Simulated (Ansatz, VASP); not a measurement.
# Two plane-wave programs on BeSn2C2

```
Be Sn C
1.0
     3.82927    0.00000    0.00000
    -1.91464    3.31625    0.00000
     0.00000    0.00000    6.50135
Be Sn C
1 2 2
Direct
  0.00000 0.00000 0.00000
  0.33333 0.66667 0.26000
  0.66667 0.33333 0.74000
  0.33333 0.66667 0.62000
  0.66667 0.33333 0.38000
```

Alike in both runs: task single point; functional PBE; k mesh 6 × 6 × 4; occupations gaussian, width 0.1 eV; no spin polarisation.

```csv
,VASP,Ansatz
version,VASP 6.6.1,Ansatz 0.2.0
potentials or method,"VASP PAW PBE potentials, release 64 (Be, Sn_d, C), cutoff 520 eV","scalar-relativistic, plane waves, PAW"
valence electrons in the cell,38,38
```

Ansatz gave:

```
gap on the k mesh at the Fermi level (eV)                     : none
pressure (GPa)                                                : -3.9
traceless stress, the component that is largest in VASP (GPa) : 1.33
rms of the force components (eV/Å)                            : 0.435
```

What did VASP give for the same quantities?

gap on the k mesh at the Fermi level (eV): none; pressure (GPa): -3.9; traceless stress, the component that is largest in VASP (GPa): 1.33; rms of the force components (eV/Å): 0.431.

Atom by atom the forces differ by 0.006 eV/Å (rms over components). A gap of «none» marks a metal or a gap that the smearing closes. The functional is the same, so the differences come from potentials, cutoffs and numerics.
